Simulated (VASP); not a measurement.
CoO, 2 atoms in the cell. The structure is cubic, space group Fm-3m (No. 225). Conventional cell: a = 4.263 Å, b = 4.263 Å, c = 4.263 Å, α = 90.00°, β = 90.00°, γ = 90.00°. Within 2.8 Å of Co (site symmetry m-3m) lie 6 O at 2.13 Å. Within 2.8 Å of O (site symmetry m-3m) lie 6 Co at 2.13 Å. 

* Program: VASP 6.6.1
* Task: relaxation of cell and atoms
* Functional: BLYP
* Dispersion: D4
* Potentials or basis: VASP PAW PBE potentials, release 64 (Co, O)
* Cutoff: 600 eV
* k mesh: 11 × 11 × 11
* Occupations: fermi-dirac, width 0.05 eV
* Spin: collinear spin, ferromagnetic start
* Starting moments: [2.0, 0.0] μB
* Dipole correction: no
* Further INCAR settings: ALGO = Normal; EDIFF = 1e-06; IBRION = 2; EDIFFG = -0.01; NSW = 60; ISIF = 3

Potentials or basis: VASP PAW PBE potentials, release 64 (Co, O).

Run with:

```console
$ cat potpaw_PBE.64/Co/POTCAR potpaw_PBE.64/O/POTCAR > POTCAR
$ mpirun -np 1 vasp_std > vasp.out
```

Hardware: 1 thread of AMD EPYC 7R13, on a shared host.

**Question.** Estimate the wall time of this run.

**Answer.** It took 4 min on 1 thread of AMD EPYC 7R13, with other jobs on the host, peak memory 0.14 GiB. Counts: scf iterations 31, k points 56, ion steps 3.
